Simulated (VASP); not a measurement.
A run of VASP 6.6.1 is set up as follows.

The input INCAR:

```
  ALGO = Normal
  EDIFF = 1E-7
  ENCUT = 520
  GGA = PS
  ISIF = 2
  ISMEAR = 0
  LASPH = True
  LCHARG = False
  LREAL = False
  LWAVE = False
  NBANDS = 28
  NELM = 80
  PREC = Accurate
  SIGMA = 0.15
```

File KPOINTS:

```
k-points
0
Gamma
  10 10 8
```

POSCAR

```
SnO
1.0
    3.8042540618      0.0000000000      0.0000000000
    0.0000000000      3.8042540618      0.0000000000
    0.0000000000      0.0000000000      4.6318000000
Sn O
2 2
Direct
    0.0000000000      0.5000000000      0.2424656060
    0.5000000000      0.0000000000      0.7575343940
    0.0000000000      0.0000000000      0.0000000000
    0.5000000000      0.5000000000      0.0000000000
```

Potentials or basis: VASP PAW PBE potentials, release 64 (Sn_d, O).

The run is started by

```sh
$ cat potpaw_PBE.64/Sn_d/POTCAR potpaw_PBE.64/O/POTCAR > POTCAR
$ mpirun -np 1 vasp_std > vasp.out
```

Question: Predict the largest force.

Answer: 0.555 eV/Å.

Question: What does it give for the pressure?

Answer: 2.5 GPa.

Question: What does it give for the band gap on the k mesh?

Answer: Zero (bands 20 and 21 overlap by 0.07 eV).

Stress tensor (GPa, compression positive):
```
2.11 0.00 0.00
0.00 2.11 0.00
0.00 0.00 3.40
```

Caveat: semilocal functionals underestimate gaps, so a narrow gap can read as zero; the PAW data sets were made with another functional, which shifts forces and pressure a little; spin-orbit coupling is left out, which moves the levels of the heavy elements.
